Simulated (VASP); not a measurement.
Wanted: the native input for a VASP 6.6.1 run.

| Property | Result |
| --- | --- |
| Task | relaxation of cell and atoms |
| Functional | PBE |
| Potentials or basis | VASP PAW PBE potentials, release 64 (Li_sv, Cl) |
| Cutoff | 750 eV |
| k mesh | 8 × 8 × 8 |
| Occupations | gaussian, width 0.02 eV |
| Spin | no spin polarisation |
| Dipole correction | no |
| Further INCAR settings | ALGO = Normal; EDIFF = 1e-07; IBRION = 2; EDIFFG = -0.01; NSW = 80; ISIF = 3 |

The structure of LiCl lies in POSCAR:

```
LiCl
1.0
    0.0000000000      2.5753855580      2.5753855580
    2.5753855580      0.0000000000      2.5753855580
    2.5753855580      2.5753855580      0.0000000000
Li Cl
1 1
Direct
    0.0000000000      0.0000000000      0.0000000000
    0.5000000000      0.5000000000      0.5000000000
```

The input as run:

INCAR

```
ALGO = Normal ; EDIFF = 1E-7
EDIFFG = -0.01 ; ENCUT = 750
GGA = PE ; GGA_COMPAT = F
IBRION = 2 ; ISIF = 3
ISMEAR = 0 ; LASPH = T
LCHARG = F ; LREAL = F
LWAVE = F ; NELM = 120
NELMIN = 4 ; NSW = 80
PREC = Accurate ; SIGMA = 0.02
```

KPOINTS

```
k-points
0
Gamma
  8 8 8
```

Potentials or basis: VASP PAW PBE potentials, release 64 (Li_sv, Cl).

The run is started by

```console
$ cat potpaw_PBE.64/Li_sv/POTCAR potpaw_PBE.64/Cl/POTCAR > POTCAR
$ mpirun -np 1 vasp_std > vasp.out
```

Results of the run:

The pressure after relaxing is -0.1 GPa. The band gap on the k mesh is 6.26 eV, direct.

Caveat: the relaxation stopped at its first step, so nothing moved.

It took 30 s on 1 thread of Intel Xeon 8259CL, on a shared host, peak memory 0.19 GiB.
